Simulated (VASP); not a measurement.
# MoH2: single point with PBEsol

Crystal: MoH2.

```
CELL_PARAMETERS angstrom
0.00000 2.18431 2.18431
2.18431 0.00000 2.18431
2.18431 2.18431 0.00000
ATOMIC_POSITIONS crystal
Mo 0.00000 0.00000 0.00000
H 0.25000 0.25000 0.25000
H 0.75000 0.75000 0.75000
```

```
Program                : VASP 6.6.1
Task                   : single point
Functional             : PBEsol
Potentials or basis    : VASP PAW PBE potentials, release 64 (Mo_sv, H)
Cutoff                 : 500 eV
k mesh                 : 17 × 17 × 17
Occupations            : fermi-dirac, width 0.05 eV
Spin                   : no spin polarisation
Dipole correction      : no
Further INCAR settings : ALGO = Normal; EDIFF = 1e-06; NBANDS = 15
```

```json
{
 "Pressure": "0.2 GPa",
 "Band gap on the k mesh": "zero (bands 8 and 9 overlap by 2.84 eV)"
}
```

Levels at points of the mesh, in eV from the Fermi level:
```tsv
k point	band 5	band 6	band 7	band 8	band 9	band 10	band 11	band 12
(0.00, 0.00, 0.00)	-11.51	-2.21	-2.21	-2.21	-0.75	0.44	0.44	13.75
```

It took 16 s on 1 thread of Intel(R) Xeon(R) 6975P-C (Granite Rapids), on a shared host, peak memory 0.16 GiB.

Caveat: the PAW data sets were made with another functional, which shifts forces and pressure a little.
